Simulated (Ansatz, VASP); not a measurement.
# InAs: VASP beside Ansatz

```
In As
1.0
     0.00000    2.87730    2.87730
     2.87730    0.00000    2.87730
     2.87730    2.87730    0.00000
In As
1 1
Direct
  0.50000 0.50000 0.50000
  0.00000 0.00000 0.00000
```

Alike in both runs: task single point; functional PBE; k mesh 14 × 14 × 14; occupations gaussian, width 0.15 eV; no spin polarisation.

|  | VASP | Ansatz |
| --- | --- | --- |
| version | VASP 6.6.1 | Ansatz 0.2.0 |
| potentials or method | VASP PAW PBE potentials, release 64 (In_d, As), cutoff 520 eV | scalar-relativistic, plane waves, PAW |
| valence electrons in the cell | 18 | 28 |

VASP gave:

* gap on the k mesh at the Fermi level (eV): none
* pressure (GPa): -0.1

Q: Which values does Ansatz return?

A: gap on the k mesh at the Fermi level (eV): none; pressure (GPa): -0.2.

A gap of «none» marks a metal or a gap that the smearing closes. With one functional, cell and mesh, what is left measures potentials, basis and numerics. VASP's potentials hold 18 valence electrons a cell and Ansatz's 28, so a difference there can come from the potentials and not from the codes.
